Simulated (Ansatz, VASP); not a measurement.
# Two plane-wave programs on Ge

The input INCAR:

```
SYSTEM = Ge
PREC     = Accurate       ! precision mode
ENCUT    = 600            ! plane-wave cutoff, eV
EDIFF    = 1E-7           ! SCF threshold, eV
ISMEAR   = 0              ! smearing method
SIGMA    = 0.1            ! smearing width, eV
LREAL    = .False.        ! projectors in reciprocal space
LASPH    = .True.         ! aspherical terms in the spheres
NELM     = 60             ! most SCF steps
ALGO     = Normal         ! electronic algorithm
ISIF     = 3              ! what is computed and relaxed
LWAVE    = .False.        ! write WAVECAR
LCHARG   = .False.        ! write CHGCAR
GGA      = PE             ! functional
IBRION   = 2              ! ionic algorithm
NSW      = 90             ! ionic steps
EDIFFG   = -0.04          ! ionic threshold
```

KPOINTS

```
regular mesh
0
Gamma
  4 4 6
  0 0 0
```

The input POSCAR:

```
Ge
1.0
    4.7082642400      0.0000000000      0.0000000000
    0.0000000000      4.7082642400      0.0000000000
    0.0000000000      0.0000000000      3.6349552700
Ge
4
Direct
    0.3384865200      0.0000000000      0.7500000000
    0.6615134800      0.0000000000      0.2500000000
    0.0000000000      0.3384865200      0.0000000000
    0.0000000000      0.6615134800      0.5000000000
```

Input for Ansatz:

```yaml
crystal:
  lattice:
    - [4.70826424, 0.0, 0.0]
    - [0.0, 4.70826424, 0.0]
    - [0.0, 0.0, 3.63495527]
  atoms:
    - { symbol: Ge, position: [0.33848652, 0.0, 0.75] }
    - { symbol: Ge, position: [0.66151348, 0.0, 0.25] }
    - { symbol: Ge, position: [0.0, 0.33848652, 0.0] }
    - { symbol: Ge, position: [0.0, 0.66151348, 0.5] }
basis:
  ecutwfc: 420
kpoints:
  mp_grid: { grid: [4, 4, 6] }
hamiltonian:
  xc: pbe
scf:
  occupations: { method: gaussian, width: 0.1 }
  lower_state_search: "off"
output:
  forces: true
  stress: true
  eigenvalues: true
relax:
  adjacent_minimum: "off"
  f_tol: 0.04
  max_steps: 70
  cell: { stress_tol: 0.4 }
```

Alike in both runs: task relaxation of cell and atoms; functional PBE; k mesh 4 × 4 × 6; occupations gaussian, width 0.1 eV; no spin polarisation.

|  | VASP | Ansatz |
| --- | --- | --- |
| version | VASP 6.6.1 | Ansatz 0.2.0 |
| potentials or method | VASP PAW PBE potentials, release 64 (Ge_d), cutoff 600 eV | scalar-relativistic, plane waves, PAW |
| valence electrons in the cell | 56 | 56 |

Ansatz gave:

| Quantity | Value |
| --- | --- |
| gap on the k mesh at the Fermi level, each at its own relaxed structure (eV) | none |
| relaxed volume (Å³/atom) | 23.60 |
| relaxed cell length with the largest relative difference (Å) | 3.966 |

What did VASP give for the same quantities?

gap on the k mesh at the Fermi level, each at its own relaxed structure (eV): none; relaxed volume (Å³/atom): 23.62; relaxed cell length with the largest relative difference (Å): 3.957.

A gap of «none» marks a metal or a gap that the smearing closes.

Noted on VASP's run: the volume moved by over 15 % at a fixed basis, so the end points are rough.
